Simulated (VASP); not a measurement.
SbP, 2 atoms in the cell. The structure is cubic, space group F-43m (No. 216). Conventional cell: a = 6.332 Å, b = 6.332 Å, c = 6.332 Å, α = 90.00°, β = 90.00°, γ = 90.00°. Sb (site symmetry -43m) has 4 P at 2.74 Å within 3.6 Å. P (site symmetry -43m) has 4 Sb at 2.74 Å within 3.6 Å. 

| Property | Result |
| --- | --- |
| Program | VASP 6.6.1 |
| Task | single point |
| Functional | PBE |
| Potentials or basis | VASP PAW PBE potentials, release 64 (Sb, P) |
| Cutoff | 500 eV |
| k mesh | 6 × 6 × 6 |
| Occupations | gaussian, width 0.05 eV |
| Spin | no spin polarisation |
| Dipole correction | no |
| Further INCAR settings | ALGO = Normal; EDIFF = 1e-06; NBANDS = 12 |

Potentials or basis: VASP PAW PBE potentials, release 64 (Sb, P).

Command:

```bash
$ cat potpaw_PBE.64/Sb/POTCAR potpaw_PBE.64/P/POTCAR > POTCAR
$ mpirun -np 1 vasp_std > vasp.out
```

Hardware: 1 thread of Intel Xeon 8259CL, on a shared host.

Question: How long does it take, and how much memory?

Answer: Wall time 27 s on 1 thread of Intel Xeon 8259CL, with other jobs on the host, peak memory 0.2 GiB. Counts: scf iterations 12, k points 16.
